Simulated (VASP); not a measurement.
Here is a VASP 6.6.1 calculation.

File INCAR:

```
PREC = Accurate
ENCUT = 520
EDIFF = 1E-6
ISMEAR = 0
SIGMA = 0.15
LREAL = False
LASPH = True
NELM = 100
ALGO = Fast
ISIF = 2
LWAVE = False
LCHARG = True
GGA = CA
LELF = True
LVHAR = True
NBANDS = 24
```

The input KPOINTS:

```
regular mesh
0
Gamma
  14 14 14
```

The input POSCAR:

```
AlNi3
1.0
    0.0000000000      2.9247193341      2.9247193341
    2.9247193341      0.0000000000      2.9247193341
    2.9247193341      2.9247193341      0.0000000000
Al Ni
1 3
Direct
    0.5000000000      0.5000000000      0.5000000000
    0.2500000000      0.2500000000      0.2500000000
    0.0000000000      0.0000000000      0.0000000000
    0.7500000000      0.7500000000      0.7500000000
```

Potentials or basis: VASP PAW LDA potentials, release 64 (Al, Ni).

Command:

```sh
$ cat potpaw_LDA.64/Al/POTCAR potpaw_LDA.64/Ni/POTCAR > POTCAR
$ mpirun -np 1 vasp_std > vasp.out
```

(1) Estimate the pressure.

Answers

(1) -24.4 GPa.
